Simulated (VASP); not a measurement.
# K4As2Pb (R-3m) in VASP: single point with PBE

Aim: the single point of K4As2Pb with PBE.

Everything below comes from runs of VASP 6.6.1. Logs are shortened: lines on timing, memory, paths and dates and some standing lists are left out, and cuts for length are marked.

## Step 1: The cell of the first run

The structure is trigonal, space group R-3m (No. 166). The conventional cell has a = 5.859 Å, b = 5.859 Å, c = 28.156 Å, α = 90.00°, β = 90.00°, γ = 120.00°. Pb (site symmetry -3m) has 2 As at 2.50 Å within 3.3 Å. As (site symmetry 3m) has 1 Pb at 2.50 Å and 7 K at 3.36 to 3.53 Å within 3.6 Å. Within 4.6 Å of K (site symmetry 3m) lie 3 As at 3.52 Å and 3 Pb at 3.72 Å and 6 K at 3.92 to 4.57 Å. K (site symmetry 3m) has 4 As at 3.36 to 3.53 Å and 6 K at 3.92 to 4.12 Å within 4.4 Å.

## Step 2: Single point, PBE

Contents of INCAR:

```
SYSTEM = K4As2Pb
ALGO = Normal ; EDIFF = 1E-6
ENCUT = 520 ; GGA = PE
ISIF = 2 ; ISMEAR = -1
LASPH = .True. ; LCHARG = .False.
LREAL = .False. ; LWAVE = .False.
NBANDS = 39 ; NELM = 60
PREC = Accurate ; SIGMA = 0.1
```

Contents of KPOINTS:

```
k-points
0
Gamma
  7 7 7
  0 0 0
```

Contents of POSCAR:

```
K4As2Pb
1.0
    2.9293610000      5.0737980000      0.0000000000
   -2.9293610000      5.0737980000      0.0000000000
   -2.9293610000      1.6912630000      9.3853430000
Pb As K
1 2 4
Direct
    0.0000000000      0.0000000000      0.0000000000
    0.0889300000      0.8221400000      0.2667900000
    0.9110700000      0.1778600000      0.7332100000
    0.3879000000      0.2242000000      0.1637000000
    0.6121000000      0.7758000000      0.8363000000
    0.2083200000      0.5833600000      0.6249600000
    0.7916800000      0.4166400000      0.3750400000
```

Potentials or basis: VASP PAW PBE potentials, release 64 (Pb_d, As, K_sv).

On the command line:

```console
> cat potpaw_PBE.64/Pb_d/POTCAR potpaw_PBE.64/As/POTCAR potpaw_PBE.64/K_sv/POTCAR > POTCAR
> mpirun -np 1 vasp_std > vasp.out
```

OUTCAR:

```text
SYSTEM = K4As2Pb
   EDIFF = 1E-6
   ENCUT = 520
   GGA = PE
   ISIF = 2
   ISMEAR = -1
   LASPH = .True.
   LREAL = .False.
   NELM = 60
   PREC = Accurate

 ion  position               nearest neighbor table
   1  0.000  0.000  0.000-   2 2.50   3 2.50   4 3.72   5 3.72   5 3.72   5 3.72   4 3.72   4 3.72

   2  0.089  0.822  0.267-   1 2.50   6 3.36
   3  0.911  0.178  0.733-   1 2.50   7 3.36
   4  0.388  0.224  0.164-   1 3.72   1 3.72   1 3.72
   5  0.612  0.776  0.836-   1 3.72   1 3.72   1 3.72
   6  0.208  0.583  0.625-   2 3.36
   7  0.792  0.417  0.375-   3 3.36

  LATTYP: Found a trigonal (rhomboedric) cell.
 ALAT       =     9.9762813528
 COS(alpha) =     0.8275598433

  Lattice vectors:

 A1 = (   2.9293610000,   1.6912630000,   9.3853430000)
 A2 = (  -2.9293610000,   1.6912630000,   9.3853430000)
 A3 = (   0.0000000000,  -3.3825350000,   9.3853430000)

Analysis of symmetry for initial positions (statically):
=====================================================================
 Subroutine PRICEL returns:
 Original cell was already a primitive cell.

 Routine SETGRP: Setting up the symmetry group for a
 trigonal (rhombohedral) supercell.

 Subroutine GETGRP returns: Found 12 space group operations
 (whereof 12 operations were pure point group operations)
 out of a pool of 12 trial point group operations.

The static configuration has the point symmetry D_3d.

Analysis of symmetry for dynamics (positions and initial velocities):
=====================================================================
 Subroutine PRICEL returns:
 Original cell was already a primitive cell.

 Routine SETGRP: Setting up the symmetry group for a
 trigonal (rhombohedral) supercell.

 Subroutine GETGRP returns: Found 12 space group operations
 (whereof 12 operations were pure point group operations)
 out of a pool of 12 trial point group operations.

The dynamic configuration has the point symmetry D_3d.

 Subroutine INISYM returns: Found 12 space group operations
 (whereof 12 operations are pure point group operations),
 and found     1 'primitive' translations

----------------------------------------------------------------------------------------

                                     Primitive cell

  volume of cell :     278.9884

  direct lattice vectors                    reciprocal lattice vectors
     2.929361000  5.073798000  0.000000000     0.170685689  0.098545508  0.035516403
    -2.929361000  5.073798000  0.000000000    -0.170685689  0.098545508 -0.071032712
    -2.929361000  1.691263000  9.385343000     0.000000000  0.000000000  0.106549116

  length of vectors
     5.858718462  5.858718462  9.976281353     0.200265415  0.209500520  0.106549116

  position of ions in fractional coordinates (direct lattice)
     0.000000000  0.000000000  0.000000000
     0.088930000  0.822140000  0.266790000
     0.911070000  0.177860000  0.733210000
     0.387900000  0.224200000  0.163700000
     0.612100000  0.775800000  0.836300000
     0.208320000  0.583360000  0.624960000
     0.791680000  0.416640000  0.375040000

  ion indices of the primitive-cell ions
   primitive index   ion index
                 1           1
                 2           2
                 3           3
                 4           4
                 5           5
                 6           6
                 7           7

----------------------------------------------------------------------------------------

 KPOINTS: k-points

Automatic generation of k-mesh.
 Grid dimensions read from file:
 generate k-points for:    7    7    7

 Generating k-lattice:

  Cartesian coordinates                     Fractional coordinates (reciprocal lattice)
     0.024383670  0.014077930  0.005073772     0.142857143  0.000000000  0.000000000
    -0.024383670  0.014077930 -0.010147530     0.000000000  0.142857143 -0.000000000
     0.000000000  0.000000000  0.015221302     0.000000000  0.000000000  0.142857143

  Length of vectors
     0.028609345  0.029928646  0.015221302

  Shift w.r.t. Gamma in fractional coordinates (k-lattice)
     0.000000000  0.000000000  0.000000000

 Subroutine IBZKPT returns following result:
 ===========================================

 Found     44 irreducible k-points:

 Following reciprocal coordinates:
            Coordinates               Weight
  0.000000  0.000000  0.000000      1.000000
  0.142857  0.000000  0.000000      6.000000
  0.285714  0.000000  0.000000      6.000000
  0.428571  0.000000  0.000000      6.000000
  0.000000  0.142857 -0.000000      6.000000
  0.285714  0.142857 -0.000000      6.000000
[... 16 lines left out ...]
  0.428571  0.285714  0.142857     12.000000
 -0.428571  0.285714  0.142857     12.000000
 [... further k-points ...]
   k-points           NKPTS =     44   k-points in BZ     NKDIM =     44   number of bands    NBANDS=     39
   number of dos      NEDOS =    301   number of ions     NIONS =      7
   total plane-waves  NPLWV = 184320
   dimension x,y,z NGX =    48 NGY =   48 NGZ =   80
   dimension x,y,z NGXF=    96 NGYF=   96 NGZF=  160
   ions per type =               1   2   4
   NGX,Y,Z   is equivalent  to a cutoff of  13.62, 13.62, 13.33 a.u.
   NGXF,Y,Z  is equivalent  to a cutoff of  27.24, 27.24, 26.66 a.u.
 SYSTEM =  K4As2Pb
   PREC   = accura    normal or accurate (medium, high low for compatibility)
   ISTART =      0    job   : 0-new  1-cont  2-samecut
   ICHARG =      2    charge: 1-file 2-atom 10-const
   ISPIN  =      1    spin polarized calculation?
   LNONCOLLINEAR =      F non collinear calculations
   LSORBIT =      F    spin-orbit coupling
   LASPH  =      T    aspherical Exc in radial PAW
   ENCUT  =  520.0 eV  38.22 Ry    6.18 a.u.  10.89 10.89 18.55*2*pi/ulx,y,z
   NELM   =     60;   NELMIN=  2; NELMDL= -5     # of ELM steps
   EDIFF  = 0.1E-05   stopping-criterion for ELM
   LREAL  =      F    real-space projection
   EDIFFG = 0.1E-04   stopping-criterion for IOM
   NSW    =      0    number of steps for IOM
   IBRION =     -1    ionic relax: 0-MD 1-quasi-New 2-CG
   NFREE  =      0    steps in history (QN), initial steepest desc. (CG)
   ISIF   =      2    stress and relaxation
   ISYM   =      2    0-nonsym 1-usesym 2-fastsym
   POTIM  = 0.5000    time-step for ionic-motion
   TEBEG  =    0.0;   TEEND  =   0.0 temperature during run
   PSTRESS=    0.0 pullay stress
   NELECT =      60.0000    total number of electrons
   NUPDOWN=      -1.0000    fix difference up-down
   EMIN   =  10.00;   EMAX   =-10.00  energy-range for DOS
   EFERMI =   0.00;   METHOD = LEGACY
   ISMEAR =    -1;   SIGMA  =   0.10  broadening in eV -4-tet -1-fermi 0-gaus
   EFERMI_NEDOS =   21; number of points for ismear=-14 and -15
   IALGO  =     38    algorithm
   IMIX   =      4    mixing-type and parameters
     AMIX     =   0.40;   BMIX     =  1.00
     AMIX_MAG =   1.60;   BMIX_MAG =  1.00
  volume/ion in A,a.u.               =      39.86       268.96
  Fermi-wavevector in a.u.,A,eV,Ry     =   0.980836  1.853512 13.089346  0.962040
  Thomas-Fermi vector in A             =   2.111797
   LORBIT       =      0    0 simple, 1 ext, 2 COOP (PROOUT), +10 PAW based schemes
   GGA     = PE    functional components
   LHFCALC =     F    Hartree Fock is set to
   AEXX    =    0.0000 exact exchange contribution
   IVDW    =     0    specifies the selected vdW correction
   LEPSILON=     F    determine dielectric tensor
   LRPA    =     F    only Hartree local field effects (RPA)
 non-spin polarized calculation
  energy-cutoff  :      520.00
  volume of cell :      278.99
 maximum number of plane-waves:      7553
 NGX is ok and might be reduce to    48
   NGX = 21   NGY = 21   NGZ = 37

 number of electron      60.0000000 magnetization

 Free energy of the ion-electron system (eV)
  ---------------------------------------------------
  ext. energy  EPLUGINS =         0.00000000
  ---------------------------------------------------
  free energy    TOTEN  =       -18.27269534 eV

  energy without entropy =      -18.09452902  energy(sigma->0) =      -18.18361218

 E-fermi :   1.9220     XC(G=0):  -7.3411

 val. band max:        1.8956091750   @ k =   0.2857   0.0000   0.1429
 cond. band min:       1.9354649217   @ k =  -0.1429  -0.2857   0.1429
 fundamental gap:      0.0398557467
 Fermi energy:         1.9220229745

 k-point     1 :       0.0000    0.0000    0.0000
  band No.  band energies     occupation
      1     -29.7167      2.00000
      2     -29.7129      2.00000
      3     -29.6744      2.00000
      4     -29.6635      2.00000
      5     -15.8662      2.00000
      6     -15.5442      2.00000
[... 31 lines left out ...]
     38       5.4339      0.00000
     39       5.4340      0.00000

 k-point     2 :       0.1429    0.0000    0.0000
  band No.  band energies     occupation
      1     -29.7161      2.00000
      2     -29.7127      2.00000
      3     -29.6744      2.00000
      4     -29.6643      2.00000
      5     -15.8661      2.00000
      6     -15.5441      2.00000
[... 31 lines left out ...]
     38       5.1165      0.00000
     39       5.4347      0.00000

 k-point     3 :       0.2857    0.0000    0.0000
  band No.  band energies     occupation
      1     -29.7145      2.00000
      2     -29.7122      2.00000
      3     -29.6740      2.00000
      4     -29.6664      2.00000
      5     -15.8658      2.00000
      6     -15.5439      2.00000
[... 31 lines left out ...]
     38       5.1035      0.00000
     39       5.4342      0.00000

 k-point     4 :       0.4286    0.0000    0.0000
  band No.  band energies     occupation
      1     -29.7132      2.00000
      2     -29.7120      2.00000
      3     -29.6732      2.00000
      4     -29.6687      2.00000
      5     -15.8655      2.00000
      6     -15.5438      2.00000
[... 31 lines left out ...]
     38       5.6148      0.00000
     39       5.8370      0.00000
[... 754 lines left out ...]
     38       5.2240      0.00000
     39       5.3327      0.00000

 k-point    23 :       0.4286    0.2857    0.1429
  band No.  band energies     occupation
      1     -29.7135      2.00000
      2     -29.7120      2.00000
      3     -29.6734      2.00000
      4     -29.6681      2.00000
      5     -15.8656      2.00000
      6     -15.5435      2.00000
[... 31 lines left out ...]
     38       5.2120      0.00000
     39       5.4854      0.00000

 k-point    24 :      -0.4286    0.2857    0.1429
  band No.  band energies     occupation
      1     -29.7125      2.00000
      2     -29.7120      2.00000
      3     -29.6723      2.00000
      4     -29.6702      2.00000
      5     -15.8655      2.00000
      6     -15.5428      2.00000
[... 31 lines left out ...]
     38       5.4712      0.00000
     39       5.5144      0.00000

 [... further k-points ...]

------------------------ aborting loop because EDIFF is reached ----------------------------------------

  FORCE on cell =-STRESS in cart. coord.  units (eV):
  Direction    XX          YY          ZZ          XY          YZ          ZX
  --------------------------------------------------------------------------------------
  -------------------------------------------------------------------------------------
  Total        0.1787656      0.1787653      9.6218179      0.0000000     -0.0000031      0.0000000
  in kB        1.0266165      1.0266148     55.2562619      0.0000000     -0.0000177      0.0000000
  external PRESSURE =      19.1031644 kB  Pullay stress =       0.0000000 kB

 VOLUME and BASIS-vectors are now :
 -----------------------------------------------------------------------------
  energy-cutoff  :      520.00
  volume of cell :      278.99
      direct lattice vectors                 reciprocal lattice vectors
     2.929361000  5.073798000  0.000000000     0.170685689  0.098545508  0.035516403
    -2.929361000  5.073798000  0.000000000    -0.170685689  0.098545508 -0.071032712
    -2.929361000  1.691263000  9.385343000     0.000000000  0.000000000  0.106549116

 POSITION                                       TOTAL-FORCE (eV/Angst)
 -----------------------------------------------------------------------------------
      0.00000      0.00000      0.00000         0.000000      0.000000      0.000000
     -2.92936      5.07380      2.50392         0.000000     -0.000001      1.656991
      0.00000      6.76506      6.88143        -0.000000      0.000001     -1.656991
     -0.00000      3.38253      1.53638        -0.000000     -0.000000      0.125423
     -2.92936      8.45633      7.84896         0.000000      0.000000     -0.125423
     -2.92936      5.07380      5.86546         0.000000     -0.000000      0.060886
      0.00000      6.76506      3.51988        -0.000000      0.000000     -0.060886
 -----------------------------------------------------------------------------------
    total drift:                                0.000000     -0.000000     -0.000000

  FREE ENERGIE OF THE ION-ELECTRON SYSTEM (eV)
  ---------------------------------------------------
  free  energy   TOTEN  =       -18.2726953444 eV

  energy  without entropy=      -18.0945290163  energy(sigma->0) =      -18.18361218
```

Run time: 21 min. Hardware: 1 thread of Intel Xeon 8259CL, shared host; peak memory 0.73 GiB.

What came out:

```yaml
Free_energy: -18.2727 eV
Pressure: 1.9 GPa
Largest_force: 1.657 eV/Å
Band_gap_on_the_k_mesh: zero (bands 30 and 31 overlap by 0.21 eV)
```

Forces on the atoms (eV/Å):
```
Pb   0.000  0.000  0.000
As   0.000  0.000  1.657
As   0.000  0.000 -1.657
K    0.000  0.000  0.125
K    0.000  0.000 -0.125
K    0.000  0.000  0.061
K    0.000  0.000 -0.061
```

Levels at points of the mesh, in eV from the Fermi level:
```tsv
k point	band 26	band 27	band 28	band 29	band 30	band 31	band 32	band 33	band 34	band 35
(0.00, 0.00, 0.00)	-2.43	-2.43	-1.60	-1.60	-0.95	0.60	0.60	0.86	1.60	2.08
```

Caveat: the stress differs along the axes, from 0 to 6 GPa; spin-orbit coupling is left out, which moves the levels of the heavy elements; forces of over 1 eV/Å act on the atoms, so gaps and moduli don't describe the material at rest.

The gap in the log of VASP goes by the Fermi energy; the results here count the filled bands.